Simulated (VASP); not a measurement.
# AlPt (Pm-3m) in VASP: further runs

The runs below take AlPt through single point, relaxation of volume and atoms at fixed shape, with PBEsol.

All numbers are computed with VASP 6.6.1; they aren't measurements. Logs are shortened: lines on timing, memory, paths and dates and some standing lists are left out, and cuts for length are marked.

### Step 1. The cell of the first run

It takes space group Pm-3m (No. 221, cubic). Conventional cell: a = 3.060 Å, b = 3.060 Å, c = 3.060 Å, α = 90.00°, β = 90.00°, γ = 90.00°. Al (site symmetry m-3m) has 8 Pt at 2.65 Å and 6 Al at 3.06 Å within 3.5 Å. Pt (site symmetry m-3m) has 8 Al at 2.65 Å and 6 Pt at 3.06 Å within 3.5 Å.

### Step 2. Single point, PBEsol

The input, INCAR:

```
PREC = Accurate ; ENCUT = 520
EDIFF = 1E-6 ; ISMEAR = -1
SIGMA = 0.1 ; LREAL = F
LASPH = T ; NELM = 100
ALGO = Normal ; ISIF = 2
LWAVE = F ; LCHARG = F
GGA = PS ; NBANDS = 14
```

The input, KPOINTS:

```
Automatic mesh
0
Gamma
  15 15 15
```

The input, POSCAR:

```
AlPt
1.0
    3.0603248916      0.0000000000      0.0000000000
    0.0000000000      3.0603248916      0.0000000000
    0.0000000000      0.0000000000      3.0603248916
Al Pt
1 1
Direct
    0.0000000000      0.0000000000      0.0000000000
    0.5000000000      0.5000000000      0.5000000000
```

Potentials or basis: VASP PAW PBE potentials, release 64 (Al, Pt).

On the command line:

```console
cat potpaw_PBE.64/Al/POTCAR potpaw_PBE.64/Pt/POTCAR > POTCAR
mpirun -np 1 vasp_std > vasp.out
```

OUTCAR:

```text
PREC = Accurate
   ENCUT = 520
   EDIFF = 1E-6
   ISMEAR = -1
   LREAL = F
   LASPH = T
   NELM = 100
   ISIF = 2
   GGA = PS

 ion  position               nearest neighbor table
   1  0.000  0.000  0.000-   2 2.65   2 2.65   2 2.65   2 2.65   2 2.65   2 2.65   2 2.65   2 2.65

   2  0.500  0.500  0.500-   1 2.65   1 2.65   1 2.65   1 2.65   1 2.65   1 2.65   1 2.65   1 2.65

  LATTYP: Found a simple cubic cell.
 ALAT       =     3.0603248916

  Lattice vectors:

 A1 = (   3.0603248916,   0.0000000000,   0.0000000000)
 A2 = (   0.0000000000,   3.0603248916,   0.0000000000)
 A3 = (   0.0000000000,   0.0000000000,   3.0603248916)

Analysis of symmetry for initial positions (statically):
=====================================================================
 Subroutine PRICEL returns:
 Original cell was already a primitive cell.

 Routine SETGRP: Setting up the symmetry group for a
 simple cubic supercell.

 Subroutine GETGRP returns: Found 48 space group operations
 (whereof 48 operations were pure point group operations)
 out of a pool of 48 trial point group operations.

The static configuration has the point symmetry O_h .

Analysis of symmetry for dynamics (positions and initial velocities):
=====================================================================
 Subroutine PRICEL returns:
 Original cell was already a primitive cell.

 Routine SETGRP: Setting up the symmetry group for a
 simple cubic supercell.

 Subroutine GETGRP returns: Found 48 space group operations
 (whereof 48 operations were pure point group operations)
 out of a pool of 48 trial point group operations.

The dynamic configuration has the point symmetry O_h .

 Subroutine INISYM returns: Found 48 space group operations
 (whereof 48 operations are pure point group operations),
 and found     1 'primitive' translations

----------------------------------------------------------------------------------------

                                     Primitive cell

  volume of cell :      28.6617

  direct lattice vectors                    reciprocal lattice vectors
     3.060324892  0.000000000  0.000000000     0.326762692  0.000000000  0.000000000
     0.000000000  3.060324892  0.000000000     0.000000000  0.326762692  0.000000000
     0.000000000  0.000000000  3.060324892     0.000000000  0.000000000  0.326762692

  length of vectors
     3.060324892  3.060324892  3.060324892     0.326762692  0.326762692  0.326762692

  position of ions in fractional coordinates (direct lattice)
     0.000000000  0.000000000  0.000000000
     0.500000000  0.500000000  0.500000000

  ion indices of the primitive-cell ions
   primitive index   ion index
                 1           1
                 2           2

----------------------------------------------------------------------------------------

 KPOINTS: Automatic mesh

Automatic generation of k-mesh.
 Grid dimensions read from file:
 generate k-points for:   15   15   15

 Generating k-lattice:

  Cartesian coordinates                     Fractional coordinates (reciprocal lattice)
     0.021784179  0.000000000  0.000000000     0.066666667  0.000000000  0.000000000
     0.000000000  0.021784179  0.000000000     0.000000000  0.066666667  0.000000000
     0.000000000  0.000000000  0.021784179     0.000000000  0.000000000  0.066666667

  Length of vectors
     0.021784179  0.021784179  0.021784179

  Shift w.r.t. Gamma in fractional coordinates (k-lattice)
     0.000000000  0.000000000  0.000000000

 Subroutine IBZKPT returns following result:
 ===========================================

 Found    120 irreducible k-points:

 Following reciprocal coordinates:
            Coordinates               Weight
  0.000000  0.000000  0.000000      1.000000
  0.066667  0.000000  0.000000      6.000000
  0.133333  0.000000  0.000000      6.000000
  0.200000  0.000000  0.000000      6.000000
  0.266667  0.000000  0.000000      6.000000
  0.333333  0.000000  0.000000      6.000000
[... 16 lines left out ...]
  0.266667  0.200000  0.000000     24.000000
  0.333333  0.200000  0.000000     24.000000
 [... further k-points ...]
   k-points           NKPTS =    120   k-points in BZ     NKDIM =    120   number of bands    NBANDS=     14
   number of dos      NEDOS =    301   number of ions     NIONS =      2
   total plane-waves  NPLWV =  13824
   dimension x,y,z NGX =    24 NGY =   24 NGZ =   24
   dimension x,y,z NGXF=    48 NGYF=   48 NGZF=   48
   ions per type =               1   1
   NGX,Y,Z   is equivalent  to a cutoff of  13.04, 13.04, 13.04 a.u.
   NGXF,Y,Z  is equivalent  to a cutoff of  26.08, 26.08, 26.08 a.u.
 SYSTEM =  unknown system
   PREC   = accura    normal or accurate (medium, high low for compatibility)
   ISTART =      0    job   : 0-new  1-cont  2-samecut
   ICHARG =      2    charge: 1-file 2-atom 10-const
   ISPIN  =      1    spin polarized calculation?
   LNONCOLLINEAR =      F non collinear calculations
   LSORBIT =      F    spin-orbit coupling
   LASPH  =      T    aspherical Exc in radial PAW
   ENCUT  =  520.0 eV  38.22 Ry    6.18 a.u.   5.69  5.69  5.69*2*pi/ulx,y,z
   NELM   =    100;   NELMIN=  2; NELMDL= -5     # of ELM steps
   EDIFF  = 0.1E-05   stopping-criterion for ELM
   LREAL  =      F    real-space projection
   EDIFFG = 0.1E-04   stopping-criterion for IOM
   NSW    =      0    number of steps for IOM
   IBRION =     -1    ionic relax: 0-MD 1-quasi-New 2-CG
   NFREE  =      0    steps in history (QN), initial steepest desc. (CG)
   ISIF   =      2    stress and relaxation
   ISYM   =      2    0-nonsym 1-usesym 2-fastsym
   POTIM  = 0.5000    time-step for ionic-motion
   TEBEG  =    0.0;   TEEND  =   0.0 temperature during run
   PSTRESS=    0.0 pullay stress
   NELECT =      13.0000    total number of electrons
   NUPDOWN=      -1.0000    fix difference up-down
   EMIN   =  10.00;   EMAX   =-10.00  energy-range for DOS
   EFERMI =   0.00;   METHOD = LEGACY
   ISMEAR =    -1;   SIGMA  =   0.10  broadening in eV -4-tet -1-fermi 0-gaus
   EFERMI_NEDOS =   21; number of points for ismear=-14 and -15
   IALGO  =     38    algorithm
   IMIX   =      4    mixing-type and parameters
     AMIX     =   0.40;   BMIX     =  1.00
     AMIX_MAG =   1.60;   BMIX_MAG =  1.00
  volume/ion in A,a.u.               =      14.33        96.71
  Fermi-wavevector in a.u.,A,eV,Ry     =   1.257829  2.376953 21.526251  1.582135
  Thomas-Fermi vector in A             =   2.391469
   LORBIT       =      0    0 simple, 1 ext, 2 COOP (PROOUT), +10 PAW based schemes
   GGA     = PS    functional components
   LHFCALC =     F    Hartree Fock is set to
   AEXX    =    0.0000 exact exchange contribution
   IVDW    =     0    specifies the selected vdW correction
   LEPSILON=     F    determine dielectric tensor
   LRPA    =     F    only Hartree local field effects (RPA)
 non-spin polarized calculation
  energy-cutoff  :      520.00
  volume of cell :       28.66
 maximum number of plane-waves:       792
 NGX is ok and might be reduce to    24
   NGX = 11   NGY = 11   NGZ = 11

 number of electron      12.9999997 magnetization

 Free energy of the ion-electron system (eV)
  ---------------------------------------------------
  ext. energy  EPLUGINS =         0.00000000
  ---------------------------------------------------
  free energy    TOTEN  =       -12.94597787 eV

  energy without entropy =      -12.92425992  energy(sigma->0) =      -12.93511889

 E-fermi :  11.1252     XC(G=0): -12.3505

 val. band max:       11.1175812499   @ k =   0.4667   0.4000   0.2667
 cond. band min:      11.1440018054   @ k =   0.3333   0.2000   0.0000
 fundamental gap:      0.0264205554
 Fermi energy:        11.1251795397

 k-point     1 :       0.0000    0.0000    0.0000
  band No.  band energies     occupation
      1      -0.7377      2.00000
      2       5.2867      2.00000
      3       5.2867      2.00000
      4       8.4044      2.00000
      5       8.4044      2.00000
      6       8.4044      2.00000
      7      15.0137      0.00000
      8      15.0137      0.00000
      9      15.0137      0.00000
     10      20.2616      0.00000
     11      20.2616      0.00000
     12      21.0998      0.00000
     13      28.9483      0.00000
     14      28.9483      0.00000

 k-point     2 :       0.0667    0.0000    0.0000
  band No.  band energies     occupation
      1      -0.6542      2.00000
      2       5.3106      2.00000
      3       5.3186      2.00000
      4       8.3193      2.00000
      5       8.3193      2.00000
      6       8.4131      2.00000
      7      14.5079      0.00000
      8      15.1679      0.00000
      9      15.1679      0.00000
     10      20.0928      0.00000
     11      20.5056      0.00000
     12      21.5294      0.00000
     13      28.5683      0.00000
     14      28.5683      0.00000

 k-point     3 :       0.1333    0.0000    0.0000
  band No.  band energies     occupation
      1      -0.4065      2.00000
      2       5.3793      2.00000
      3       5.3974      2.00000
      4       8.0940      2.00000
      5       8.0940      2.00000
      6       8.4376      2.00000
      7      13.4217      0.00000
      8      15.6002      0.00000
      9      15.6002      0.00000
     10      19.6428      0.00000
     11      20.7257      0.00000
     12      22.9004      0.00000
     13      27.5633      0.00000
     14      27.5633      0.00000
[... 324 lines left out ...]
 k-point    23 :       0.2667    0.2000    0.0000
  band No.  band energies     occupation
      1       1.2153      2.00000
      2       5.4429      2.00000
      3       6.0030      2.00000
      4       6.9514      2.00000
      5       7.5739      2.00000
      6       7.9786      2.00000
      7      12.0322      0.00023
      8      13.9372      0.00000
      9      18.1523      0.00000
     10      18.7267      0.00000
     11      22.7069      0.00000
     12      24.0724      0.00000
     13      24.4581      0.00000
     14      26.7633      0.00000

 k-point    24 :       0.3333    0.2000    0.0000
  band No.  band energies     occupation
      1       1.8340      2.00000
      2       5.1215      2.00000
      3       6.1204      2.00000
      4       6.9883      2.00000
      5       7.3282      2.00000
      6       8.0215      2.00000
      7      11.1440      0.90617
      8      14.5899      0.00000
      9      18.1913      0.00000
     10      18.9639      0.00000
     11      21.6674      0.00000
     12      23.4723      0.00000
     13      24.5193      0.00000
     14      26.6790      0.00000

 [... further k-points ...]
[... 5 lines left out ...]
  --------------------------------------------------------------------------------------
  -------------------------------------------------------------------------------------
  Total       -0.0084014     -0.0084014     -0.0084014      0.0000000      0.0000000     -0.0000000
  in kB       -0.4696345     -0.4696345     -0.4696345      0.0000000      0.0000000     -0.0000000
  external PRESSURE =      -0.4696345 kB  Pullay stress =       0.0000000 kB

 VOLUME and BASIS-vectors are now :
 -----------------------------------------------------------------------------
  energy-cutoff  :      520.00
  volume of cell :       28.66
      direct lattice vectors                 reciprocal lattice vectors
     3.060324892  0.000000000  0.000000000     0.326762692  0.000000000  0.000000000
     0.000000000  3.060324892  0.000000000     0.000000000  0.326762692  0.000000000
     0.000000000  0.000000000  3.060324892     0.000000000  0.000000000  0.326762692

 POSITION                                       TOTAL-FORCE (eV/Angst)
 -----------------------------------------------------------------------------------
      0.00000      0.00000      0.00000         0.000000      0.000000      0.000000
      1.53016      1.53016      1.53016         0.000000      0.000000      0.000000
 -----------------------------------------------------------------------------------
    total drift:                                0.000000     -0.000000     -0.000000

  FREE ENERGIE OF THE ION-ELECTRON SYSTEM (eV)
  ---------------------------------------------------
  free  energy   TOTEN  =       -12.9459778652 eV

  energy  without entropy=      -12.9242599246  energy(sigma->0) =      -12.93511889
```

It took 18 s on 1 thread of Intel Xeon Platinum 8259CL at 2.50GHz (Skylake/Cascade Lake), shared host; peak memory 0.18 GiB.

Results:

- Free energy: -12.9460 eV
- Pressure: 0.0 GPa
- Band gap on the k mesh: zero (an odd number of electrons rules out a gap without spin polarisation)

Caveat: the PAW data sets were made with another functional, which shifts forces and pressure a little; spin-orbit coupling is left out, which moves the levels of the heavy elements.

### Step 3. Relaxation of volume and atoms at fixed shape, PBEsol

This run uses another cell than the first one, of 14.77 Å³/atom.

The input, INCAR:

```
SYSTEM = AlPt
  PREC = Accurate
  ENCUT = 600
  EDIFF = 1E-6
  ISMEAR = -1
  SIGMA = 0.1
  LREAL = .FALSE.
  LASPH = .TRUE.
  NELM = 80
  ALGO = Normal
  ISIF = 8
  LWAVE = .FALSE.
  LCHARG = .FALSE.
  GGA = PS
  IBRION = 2
  NSW = 80
  EDIFFG = -0.01
```

The input, KPOINTS:

```
regular mesh
0
G
  15 15 15
  0 0 0
```

The input, POSCAR:

```
AlPt
1.0
    3.0915500000      0.0000000000      0.0000000000
    0.0000000000      3.0915500000      0.0000000000
    0.0000000000      0.0000000000      3.0915500000
Al Pt
1 1
Direct
    0.0000000000      0.0000000000      0.0000000000
    0.5000000000      0.5000000000      0.5000000000
```

Potentials or basis: VASP PAW PBE potentials, release 64 (Al, Pt).

On the command line:

```console
cat potpaw_PBE.64/Al/POTCAR potpaw_PBE.64/Pt/POTCAR > POTCAR
mpirun -np 1 vasp_std > vasp.out
```

It took 66 s on 1 thread of Intel Xeon Platinum 8259CL at 2.50GHz (Skylake/Cascade Lake), shared host; peak memory 0.2 GiB.

Results (log left out):

```
Free energy                           : -12.9459 eV
Relaxed volume                        : 14.34 Å³/atom
Relaxed cell                          : a = 3.061 Å, b = 3.061 Å, c = 3.061 Å, α = 90.00°, β = 90.00°, γ = 90.00°
Space group after relaxing (to 0.1 Å) : Pm-3m (No. 221)
Energy gained by relaxing             : 8.2 meV/atom
Ionic steps                           : 3
Pressure after relaxing               : -0.1 GPa
Band gap on the k mesh                : zero (an odd number of electrons rules out a gap without spin polarisation)
```

The path:
```
step  energy change (eV)  largest force (eV/Å)  pressure (GPa)  volume (Å³)
   1              0.0000                0.0000           -5.72        29.55
   2              0.0252                0.0000           10.60        27.35
   3             -0.0163                0.0000           -0.08        28.67
```

Final structure:
```cif
data_structure
_symmetry_space_group_name_H-M 'P 1'
_symmetry_Int_Tables_number 1
_cell_length_a 3.0607
_cell_length_b 3.0607
_cell_length_c 3.0607
_cell_angle_alpha 90.000
_cell_angle_beta 90.000
_cell_angle_gamma 90.000
_cell_volume 28.67
loop_
_atom_site_label
_atom_site_type_symbol
_atom_site_fract_x
_atom_site_fract_y
_atom_site_fract_z
_atom_site_occupancy
Al1 Al 0.00000 0.00000 0.00000 1
Pt1 Pt 0.50000 0.50000 0.50000 1
```

Levels at points of the mesh, in eV from the Fermi level:
```
           k point  band 3  band 4  band 5  band 6  band 7  band 8  band 9  band 10
(0.00, 0.00, 0.00)   -5.84   -2.72   -2.72   -2.72    3.89    3.89    3.89     9.14
```

Caveat: the PAW data sets were made with another functional, which shifts forces and pressure a little; spin-orbit coupling is left out, which moves the levels of the heavy elements.

The gap in the log of VASP goes by the Fermi energy; the results here count the filled bands.